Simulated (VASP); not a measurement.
# SbTe2O3 (P6/mmm) in VASP: further runs, part 2 of 2

VASP 6.6.1.

## 4. Single point, PBE

INCAR

```
ALGO = Normal
EDIFF = 1E-6
ENCUT = 520
GGA = PE
ISIF = 2
ISMEAR = 0
LASPH = T
LCHARG = T
LELF = T
LREAL = F
LVHAR = T
LWAVE = F
NBANDS = 26
NELM = 100
PREC = Accurate
SIGMA = 0.1
```

KPOINTS

```
k-points
0
Gamma
  12 12 4
```

POSCAR

```
SbTe2O3
1.0
    3.5401464985      0.0000000000      0.0000000000
   -1.7700732493      3.0658568008      0.0000000000
    0.0000000000      0.0000000000     10.5538344638
Sb Te O
1 2 3
Direct
    0.0000000000      0.0000000000      0.5000000000
    0.0000000000      0.0000000000      0.7768659110
    0.0000000000      0.0000000000      0.2231340890
    0.3333333333      0.6666666667      0.0000000000
    0.6666666667      0.3333333333      0.0000000000
    0.0000000000      0.0000000000      0.0000000000
```

Potentials or basis: VASP PAW PBE potentials, release 64 (Sb, Te, O).

Run with:

```sh
cat potpaw_PBE.64/Sb/POTCAR potpaw_PBE.64/Te/POTCAR potpaw_PBE.64/O/POTCAR > POTCAR
mpirun -np 1 vasp_std > vasp.out
```

OUTCAR:

```text
EDIFF = 1E-6
   ENCUT = 520
   GGA = PE
   ISIF = 2
   ISMEAR = 0
   LASPH = T
   LREAL = F
   NELM = 100
   PREC = Accurate

 ion  position               nearest neighbor table
   1  0.000  0.000  0.500-   2 2.92   3 2.92
   2  0.000  0.000  0.777-   6 2.35   1 2.92
   3  0.000  0.000  0.223-   6 2.35   1 2.92
   4  0.333  0.667  0.000-
   5  0.667  0.333  0.000-
   6  0.000  0.000  0.000-   2 2.35   3 2.35

  LATTYP: Found a hexagonal cell.
 ALAT       =     3.5401464985
 C/A-ratio  =     2.9811857979

  Lattice vectors:

 A1 = (   3.5401464985,   0.0000000000,   0.0000000000)
 A2 = (  -1.7700732493,   3.0658568008,   0.0000000000)
 A3 = (   0.0000000000,   0.0000000000,  10.5538344638)

Analysis of symmetry for initial positions (statically):
=====================================================================
 Subroutine PRICEL returns:
 Original cell was already a primitive cell.

 Routine SETGRP: Setting up the symmetry group for a
 hexagonal supercell.

 Subroutine GETGRP returns: Found 24 space group operations
 (whereof 24 operations were pure point group operations)
 out of a pool of 24 trial point group operations.

The static configuration has the point symmetry D_6h.

Analysis of symmetry for dynamics (positions and initial velocities):
=====================================================================
 Subroutine PRICEL returns:
 Original cell was already a primitive cell.

 Routine SETGRP: Setting up the symmetry group for a
 hexagonal supercell.

 Subroutine GETGRP returns: Found 24 space group operations
 (whereof 24 operations were pure point group operations)
 out of a pool of 24 trial point group operations.

The dynamic configuration has the point symmetry D_6h.

 Subroutine INISYM returns: Found 24 space group operations
 (whereof 24 operations are pure point group operations),
 and found     1 'primitive' translations

----------------------------------------------------------------------------------------

                                     Primitive cell

  volume of cell :     114.5469

  direct lattice vectors                    reciprocal lattice vectors
     3.540146498  0.000000000  0.000000000     0.282474186  0.163086547  0.000000000
    -1.770073249  3.065856801  0.000000000     0.000000000  0.326173094  0.000000000
     0.000000000  0.000000000 10.553834464     0.000000000  0.000000000  0.094752292

  length of vectors
     3.540146498  3.540146499 10.553834464     0.326173094  0.326173094  0.094752292

  position of ions in fractional coordinates (direct lattice)
     0.000000000  0.000000000  0.500000000
     0.000000000  0.000000000  0.776865911
     0.000000000  0.000000000  0.223134089
     0.333333333  0.666666667  0.000000000
     0.666666667  0.333333333  0.000000000
     0.000000000  0.000000000  0.000000000

  ion indices of the primitive-cell ions
[... 27 lines left out ...]
     0.000000000  0.000000000  0.000000000

 Subroutine IBZKPT returns following result:
 ===========================================

 Found     57 irreducible k-points:

 Following reciprocal coordinates:
            Coordinates               Weight
  0.000000  0.000000  0.000000      1.000000
  0.083333  0.000000  0.000000      6.000000
  0.166667 -0.000000  0.000000      6.000000
  0.250000  0.000000  0.000000      6.000000
  0.333333  0.000000  0.000000      6.000000
  0.416667 -0.000000  0.000000      6.000000
[... 16 lines left out ...]
  0.250000  0.000000  0.250000     12.000000
  0.333333  0.000000  0.250000     12.000000
 [... further k-points ...]
   k-points           NKPTS =     57   k-points in BZ     NKDIM =     57   number of bands    NBANDS=     26
   number of dos      NEDOS =    301   number of ions     NIONS =      6
   total plane-waves  NPLWV =  62720
   dimension x,y,z NGX =    28 NGY =   28 NGZ =   80
   dimension x,y,z NGXF=    56 NGYF=   56 NGZF=  160
   ions per type =               1   2   3
   NGX,Y,Z   is equivalent  to a cutoff of  13.15, 13.15, 12.60 a.u.
   NGXF,Y,Z  is equivalent  to a cutoff of  26.30, 26.30, 25.20 a.u.
 SYSTEM =  unknown system
   PREC   = accura    normal or accurate (medium, high low for compatibility)
   ISTART =      0    job   : 0-new  1-cont  2-samecut
   ICHARG =      2    charge: 1-file 2-atom 10-const
   ISPIN  =      1    spin polarized calculation?
   LNONCOLLINEAR =      F non collinear calculations
   LSORBIT =      F    spin-orbit coupling
   LASPH  =      T    aspherical Exc in radial PAW
   ENCUT  =  520.0 eV  38.22 Ry    6.18 a.u.   6.58  6.58 19.62*2*pi/ulx,y,z
   NELM   =    100;   NELMIN=  2; NELMDL= -5     # of ELM steps
   EDIFF  = 0.1E-05   stopping-criterion for ELM
   LREAL  =      F    real-space projection
   EDIFFG = 0.1E-04   stopping-criterion for IOM
   NSW    =      0    number of steps for IOM
   IBRION =     -1    ionic relax: 0-MD 1-quasi-New 2-CG
   NFREE  =      0    steps in history (QN), initial steepest desc. (CG)
   ISIF   =      2    stress and relaxation
   ISYM   =      2    0-nonsym 1-usesym 2-fastsym
   POTIM  = 0.5000    time-step for ionic-motion
   TEBEG  =    0.0;   TEEND  =   0.0 temperature during run
   PSTRESS=    0.0 pullay stress
   NELECT =      35.0000    total number of electrons
   NUPDOWN=      -1.0000    fix difference up-down
   EMIN   =  10.00;   EMAX   =-10.00  energy-range for DOS
   EFERMI =   0.00;   METHOD = LEGACY
   ISMEAR =     0;   SIGMA  =   0.10  broadening in eV -4-tet -1-fermi 0-gaus
   EFERMI_NEDOS =   21; number of points for ismear=-14 and -15
   IALGO  =     38    algorithm
   IMIX   =      4    mixing-type and parameters
     AMIX     =   0.40;   BMIX     =  1.00
     AMIX_MAG =   1.60;   BMIX_MAG =  1.00
  volume/ion in A,a.u.               =      19.09       128.83
  Fermi-wavevector in a.u.,A,eV,Ry     =   1.102647  2.083700 16.542368  1.215830
  Thomas-Fermi vector in A             =   2.239093
   LORBIT       =      0    0 simple, 1 ext, 2 COOP (PROOUT), +10 PAW based schemes
   GGA     = PE    functional components
   LHFCALC =     F    Hartree Fock is set to
   AEXX    =    0.0000 exact exchange contribution
   IVDW    =     0    specifies the selected vdW correction
   LEPSILON=     F    determine dielectric tensor
   LRPA    =     F    only Hartree local field effects (RPA)
 non-spin polarized calculation
 Gauss-broadening in eV      SIGMA  =   0.10
  energy-cutoff  :      520.00
  volume of cell :      114.55
 maximum number of plane-waves:      3135
 NGX is ok and might be reduce to    28
   NGX = 13   NGY = 13   NGZ = 39

 number of electron      34.9999998 magnetization

 Free energy of the ion-electron system (eV)
  ---------------------------------------------------
  ext. energy  EPLUGINS =         0.00000000
  ---------------------------------------------------
  free energy    TOTEN  =       -19.05303859 eV

  energy without entropy =      -19.03485298  energy(sigma->0) =      -19.04394578

 E-fermi :   6.0415     XC(G=0): -10.1356

 val. band max:        6.0387957286   @ k =   0.3333   0.0000   0.5000
 cond. band min:       6.0598764531   @ k =   0.1667   0.1667   0.2500
 fundamental gap:      0.0210807245
 Fermi energy:         6.0414972665

 k-point     1 :       0.0000    0.0000    0.0000
  band No.  band energies     occupation
      1     -15.3399      2.00000
      2      -9.6643      2.00000
      3      -8.9318      2.00000
      4      -6.5565      2.00000
      5      -6.4406      2.00000
      6      -3.7946      2.00000
[... 685 lines left out ...]
     25      11.4780      0.00000
     26      11.5706      0.00000

 [... further k-points ...]

------------------------ aborting loop because EDIFF is reached ----------------------------------------

  FORCE on cell =-STRESS in cart. coord.  units (eV):
  Direction    XX          YY          ZZ          XY          YZ          ZX
  --------------------------------------------------------------------------------------
  -------------------------------------------------------------------------------------
  Total       -0.1339968     -0.1339968     -0.2410369      0.0000000      0.0000000      0.0000000
  in kB       -1.8742242     -1.8742242     -3.3714033      0.0000000      0.0000000      0.0000000
  external PRESSURE =      -2.3732839 kB  Pullay stress =       0.0000000 kB

 VOLUME and BASIS-vectors are now :
 -----------------------------------------------------------------------------
  energy-cutoff  :      520.00
  volume of cell :      114.55
      direct lattice vectors                 reciprocal lattice vectors
     3.540146498  0.000000000  0.000000000     0.282474186  0.163086547  0.000000000
    -1.770073249  3.065856801  0.000000000     0.000000000  0.326173094  0.000000000
     0.000000000  0.000000000 10.553834464     0.000000000  0.000000000  0.094752292

 POSITION                                       TOTAL-FORCE (eV/Angst)
 -----------------------------------------------------------------------------------
      0.00000      0.00000      5.27692         0.000000      0.000000      0.000000
      0.00000      0.00000      8.19891         0.000000     -0.000000      0.021774
      0.00000      0.00000      2.35492         0.000000      0.000000     -0.021774
     -0.00000      2.04390      0.00000         0.000000      0.000000     -0.000000
      1.77007      1.02195      0.00000        -0.000000     -0.000000      0.000000
      0.00000      0.00000      0.00000         0.000000      0.000000      0.000000
 -----------------------------------------------------------------------------------
    total drift:                                0.000000     -0.000000     -0.000000

  FREE ENERGIE OF THE ION-ELECTRON SYSTEM (eV)
  ---------------------------------------------------
  free  energy   TOTEN  =       -19.0530385867 eV

  energy  without entropy=      -19.0348529820  energy(sigma->0) =      -19.04394578
```

stdout:

```text
POSCAR found type information on POSCAR SbTeO
 POSCAR found :  3 types and       6 ions
 scaLAPACK will be used
 LDA part: xc-table for (Slater+PW92), standard interpolation
 POSCAR, INCAR and KPOINTS ok, starting setup
 FFT: planning ... GRIDC
 FFT: planning ... GRID_SOFT
 FFT: planning ... GRID
 WAVECAR not read
 entering main loop
```

It took 7.9 min on 1 thread of Intel Xeon 8259CL, shared host; peak memory 0.35 GiB.

Results:

| Item | Value |
| --- | --- |
| Free energy | -19.0530 eV |
| Pressure | -0.2 GPa |
| Largest force | 0.022 eV/Å |
| Band gap on the k mesh | zero (an odd number of electrons rules out a gap without spin polarisation) |

Forces on the atoms (eV/Å):
```
Sb   0.000  0.000  0.000
Te   0.000  0.000  0.022
Te   0.000  0.000 -0.022
O    0.000  0.000  0.000
O    0.000  0.000  0.000
O    0.000  0.000  0.000
```

Caveat: spin-orbit coupling is left out, which moves the levels of the heavy elements; an odd number of electrons without spin polarisation forces a metal; a magnetic or distorted state may lie lower.

## 5. Relaxation of cell and atoms, PBE

This run uses another cell than the first one, of 21.26 Å³/atom.

INCAR

```
SYSTEM = SbTe2O3
PREC = Accurate
ENCUT = 600
EDIFF = 1E-6
ISMEAR = 0
SIGMA = 0.1
LREAL = .FALSE.
LASPH = .TRUE.
NELM = 100
ALGO = Normal
ISIF = 3
LWAVE = .FALSE.
LCHARG = .FALSE.
GGA = PE
IBRION = 2
NSW = 90
EDIFFG = -0.04
```

KPOINTS

```
regular mesh
0
G
  6 6 4
  0 0 0
```

POSCAR

```
SbTe2O3
1.0
    4.4683338900      0.0000000000      0.0000000000
   -2.2341669500      3.8696906600      0.0000000000
    0.0000000000      0.0000000000      7.3775660100
Sb Te O
1 2 3
Direct
    0.0000000000      0.0000000000      0.5000000000
    0.0000000000      0.0000000000      0.7923748900
    0.0000000000      0.0000000000      0.2076251100
    0.3333333300      0.6666666700      0.0000000000
    0.6666666700      0.3333333300      0.0000000000
    0.0000000000      0.0000000000      0.0000000000
```

Run with:

```sh
cat potpaw_PBE.64/Sb/POTCAR potpaw_PBE.64/Te/POTCAR potpaw_PBE.64/O/POTCAR > POTCAR
mpirun -np 1 vasp_std > vasp.out
```

Run time: 46 min. Hardware: 1 thread of Intel Xeon 8259CL, shared host; peak memory 0.34 GiB.

It converged, with:

```
Free energy                           : -18.7087 eV
Relaxed volume                        : 18.77 Å³/atom
Relaxed cell                          : a = 3.567 Å, b = 3.567 Å, c = 10.221 Å, α = 90.00°, β = 90.00°, γ = 120.00°
Space group after relaxing (to 0.1 Å) : P6/mmm (No. 191)
Pressure after relaxing               : -0.1 GPa
Largest force after relaxing          : 0.010 eV/Å
Band gap on the k mesh                : zero (an odd number of electrons rules out a gap without spin polarisation)
```

Forces on the atoms (eV/Å):
```
Sb   0.000  0.000  0.000
Te   0.000  0.000 -0.010
Te   0.000  0.000  0.010
O    0.000  0.000  0.000
O    0.000  0.000  0.000
O    0.000  0.000  0.000
```

Stress tensor (GPa, compression positive):
```
 0.02  0.00  0.00
 0.00  0.02  0.00
 0.00  0.00 -0.26
```

Final structure:
```
CELL_PARAMETERS angstrom
3.56706 0.00000 0.00000
-1.78353 3.08916 0.00000
0.00000 0.00000 10.22067
ATOMIC_POSITIONS crystal
Sb 0.00000 0.00000 0.50000
Te 0.00000 0.00000 0.77487
Te 0.00000 0.00000 0.22513
O 0.33333 0.66667 0.00000
O 0.66667 0.33333 0.00000
O 0.00000 0.00000 0.00000
```

Levels at points of the mesh, in eV from the Fermi level:
| k point | band 13 | band 14 | band 15 | band 16 | band 17 | band 18 | band 19 | band 20 | band 21 |
| --- | --- | --- | --- | --- | --- | --- | --- | --- | --- |
| (0.00, 0.00, 0.00) | -1.87 | -0.79 | -0.62 | 1.47 | 1.47 | 1.64 | 1.64 | 2.38 | 2.38 |
| (0.50, 0.00, 0.00) | -2.31 | -1.96 | -1.65 | -0.66 | -0.24 | 0.04 | 0.18 | 0.48 | 0.55 |
| (0.00, 0.00, 0.50) | -2.06 | -0.63 | 1.30 | 1.30 | 1.54 | 1.86 | 1.86 | 2.39 | 2.39 |
| (0.50, 0.00, 0.50) | -2.76 | -2.30 | -1.65 | -1.34 | -0.37 | 0.04 | 0.39 | 0.48 | 0.55 |

Caveat: a cell axis changed by over 15 % at a fixed basis, so the end point is rough; spin-orbit coupling is left out, which moves the levels of the heavy elements; an odd number of electrons without spin polarisation forces a metal; a magnetic or distorted state may lie lower.

## 6. Relaxation of cell and atoms, PBE

INCAR

```
SYSTEM = SbTe2O3
PREC = Accurate ; ENCUT = 600
EDIFF = 1E-6 ; ISMEAR = 0
SIGMA = 0.1 ; LREAL = .False.
LASPH = .True. ; NELM = 100
ALGO = Normal ; ISIF = 3
LWAVE = .False. ; LCHARG = .False.
GGA = PE ; IBRION = 2
NSW = 100 ; EDIFFG = -0.01
```

KPOINTS

```
Automatic mesh
0
Gamma
  12 12 4
  0 0 0
```

POSCAR

```
SbTe2O3
1.0
    3.5411702450      0.0000000000      0.0000000000
   -1.7705851225      3.0667433913      0.0000000000
    0.0000000000      0.0000000000     10.5548059845
Sb Te O
1 2 3
Direct
    0.0000000000      0.0000000000      0.5000000000
    0.0000000000      0.0000000000      0.7728293037
    0.0000000000      0.0000000000      0.2271706963
    0.3333333333      0.6666666667      0.0000000000
    0.6666666667      0.3333333333      0.0000000000
    0.0000000000      0.0000000000      0.0000000000
```

Potentials or basis: VASP PAW PBE potentials, release 64 (Sb, Te, O).

Run with:

```sh
cat potpaw_PBE.64/Sb/POTCAR potpaw_PBE.64/Te/POTCAR potpaw_PBE.64/O/POTCAR > POTCAR
mpirun -np 1 vasp_std > vasp.out
```

Run time: 26 min. Hardware: 1 thread of Intel Xeon 8259CL, shared host; peak memory 0.39 GiB.

It converged, with:

- Free energy: -19.0566 eV
- Relaxed volume: 19.04 Å³/atom
- Relaxed cell: a = 3.539 Å, b = 3.539 Å, c = 10.530 Å, α = 90.00°, β = 90.00°, γ = 120.00°
- Space group after relaxing (to 0.1 Å): P6/mmm (No. 191)
- Energy gained by relaxing: 2.4 meV/atom
- Ionic steps: 14
- Pressure after relaxing: 0.0 GPa
- Largest force after relaxing: 0.010 eV/Å
- Band gap on the k mesh: zero (an odd number of electrons rules out a gap without spin polarisation)

Forces in eV/Å, atoms in the order of the input:
```
Sb   0.000  0.000  0.000
Te   0.000  0.000  0.010
Te   0.000  0.000 -0.010
O    0.000  0.000  0.000
O    0.000  0.000  0.000
O    0.000  0.000  0.000
```

The path:
```csv
step,energy change (eV),largest force (eV/Å),pressure (GPa),volume (Å³)
1,0.0000,0.2951,-0.46,114.62
2,-0.0081,0.1972,0.14,113.71
3,-0.0098,0.1126,0.66,112.99
4,-0.0138,0.0087,0.20,113.81
5,-0.0139,0.0124,0.08,113.99
6,-0.0139,0.0097,0.08,113.96
7,-0.0139,0.0066,0.10,113.93
8,-0.0142,0.0085,0.00,114.12
9,-0.0143,0.0195,-0.09,114.26
10,-0.0144,0.0159,0.02,114.14
11,-0.0144,0.0165,0.02,114.15
12,-0.0144,0.0171,-0.01,114.17
13,-0.0144,0.0164,0.03,114.16
14,-0.0144,0.0097,-0.03,114.21
```

Final structure:
```xyz
6
Lattice="3.5391 0.0000 0.0000 -1.7695 3.0649 0.0000 0.0000 0.0000 10.5295" Properties=species:S:1:pos:R:3 pbc="T T T"
Sb   -1.7695    3.0649    5.2648
Te    0.0000    0.0000    8.1815
Te    0.0000    0.0000    2.3480
O     0.0000    2.0433    0.0000
O     1.7695    1.0216    0.0000
O    -1.7695    3.0649   10.5295
```

Levels at points of the mesh, in eV from the Fermi level:
| k point | band 15 | band 16 | band 17 | band 18 | band 19 | band 20 | band 21 |
| --- | --- | --- | --- | --- | --- | --- | --- |
| (0.00, 0.00, 0.00) | -0.51 | 1.72 | 1.72 | 1.80 | 1.80 | 2.67 | 2.67 |
| (0.50, 0.00, 0.00) | -1.53 | -0.79 | -0.04 | 0.13 | 0.38 | 0.41 | 0.70 |
| (0.00, 0.00, 0.50) | 1.05 | 1.56 | 1.56 | 2.00 | 2.00 | 2.67 | 2.67 |
| (0.50, 0.00, 0.50) | -1.54 | -1.53 | -0.17 | 0.22 | 0.50 | 0.70 | 0.76 |

Caveat: spin-orbit coupling is left out, which moves the levels of the heavy elements; an odd number of electrons without spin polarisation forces a metal; a magnetic or distorted state may lie lower.

## 7. Summary

| task | cell | k mesh | cutoff (eV) | gap on the mesh (eV) | pressure (GPa) | relaxed volume (Å³/atom) | largest force (eV/Å) |
| --- | --- | --- | --- | --- | --- | --- | --- |
| single point | a = 3.541, b = 3.541, c = 10.555 Å, angles 90.0, 90.0, 120.0°, 6 atoms, atomic positions A | 6 × 6 × 4 | 520 | none | -0.1 | - | 0.02 |
| single point | a = 4.468, b = 4.468, c = 7.378 Å, angles 90.0, 90.0, 120.0°, 6 atoms, atomic positions B | 6 × 6 × 4 | 520 | none | 58.4 | - | 10.25 |
| single point | a = 3.540, b = 3.540, c = 10.554 Å, angles 90.0, 90.0, 120.0°, 6 atoms, atomic positions C | 12 × 12 × 4 | 520 | none | -0.2 | - | 0.02 |
| relaxation of cell and atoms | relaxed from a = 4.468, b = 4.468, c = 7.378 Å, angles 90.0, 90.0, 120.0°, 6 atoms, atomic positions B | 6 × 6 × 4 | 600 | none | -0.1 | 18.77 | 0.01 |
| relaxation of cell and atoms | relaxed from a = 3.541, b = 3.541, c = 10.555 Å, angles 90.0, 90.0, 120.0°, 6 atoms, atomic positions A | 12 × 12 × 4 | 600 | none | 0.0 | 19.04 | 0.01 |

Alike in all rows: level PBE; potentials or basis VASP PAW PBE potentials, release 64 (Sb, Te, O); no spin polarisation; smearing gaussian 0.1 eV.

Caveats: spin-orbit coupling is left out, which moves the levels of the heavy elements; an odd number of electrons without spin polarisation forces a metal; a magnetic or distorted state may lie lower; the cell stands under pressure (at least some runs); a cell axis changed by over 15 % at a fixed basis, so the end point is rough (at least some runs).

Total energies depend on the potentials used, so only differences within one code and one set of settings carry meaning.
